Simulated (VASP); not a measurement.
Here is a VASP 6.6.1 calculation.

The input INCAR:

```
  PREC = Accurate
  ENCUT = 520
  EDIFF = 1E-6
  ISMEAR = 0
  SIGMA = 0.15
  LREAL = False
  LASPH = True
  NELM = 100
  ALGO = Normal
  ISIF = 2
  LWAVE = False
  LCHARG = False
  GGA = CA
  NBANDS = 16
```

KPOINTS

```
Automatic mesh
0
Gamma
  16 16 16
```

POSCAR

```
GaSb
1.0
   -2.7351500000      2.7351500000      1.4873500000
    2.7351500000     -2.7351500000      1.4873500000
    2.7351500000      2.7351500000     -1.4873500000
Ga Sb
1 1
Direct
    0.2500000000      0.7500000000      0.5000000000
    0.0000000000      0.0000000000      0.0000000000
```

Potentials or basis: VASP PAW LDA potentials, release 64 (Ga_d, Sb).

Command:

```sh
$ cat potpaw_LDA.64/Ga_d/POTCAR potpaw_LDA.64/Sb/POTCAR > POTCAR
$ mpirun -np 1 vasp_std > vasp.out
```

(1) Predict the pressure.

(2) Estimate the band gap on the k mesh.

Answers

(1) 0.2 GPa.

(2) zero (bands 9 and 10 overlap by 4.66 eV).

Caveat: spin-orbit coupling is left out, which moves the levels of the heavy elements.
